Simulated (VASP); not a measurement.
Here is a VASP 6.6.1 calculation.

File INCAR:

```
PREC = Accurate
ENCUT = 600
EDIFF = 1E-7
ISMEAR = 0
SIGMA = 0.1
LREAL = F
LASPH = T
NELM = 60
ALGO = Fast
ISIF = 3
LWAVE = F
LCHARG = F
GGA = PE
IBRION = 2
NSW = 100
EDIFFG = -0.01
```

The input KPOINTS:

```
regular mesh
0
Gamma
  20 20 12
```

Contents of POSCAR:

```
HfMo
1.0
    1.6712035000     -2.4724670000      0.0000000000
    1.6712035000      2.4724670000      0.0000000000
    0.0000000000      0.0000000000      4.4470110000
Hf Mo
1 1
Direct
    0.0000000000      0.0000000000      0.0000000000
    0.5000000000      0.5000000000      0.5000000000
```

Potentials or basis: VASP PAW PBE potentials, release 64 (Hf_pv, Mo_sv).

Run with:

```sh
$ cat potpaw_PBE.64/Hf_pv/POTCAR potpaw_PBE.64/Mo_sv/POTCAR > POTCAR
$ mpirun -np 1 vasp_std > vasp.out
```

(1) Estimate the space group after relaxing (to 0.1 Å).

(2) Estimate the band gap on the k mesh.

## Answers

(1) Cmmm (No. 65).

(2) zero (bands 12 and 13 overlap by 2.72 eV).

Caveat: spin-orbit coupling is left out, which moves the levels of the heavy elements.
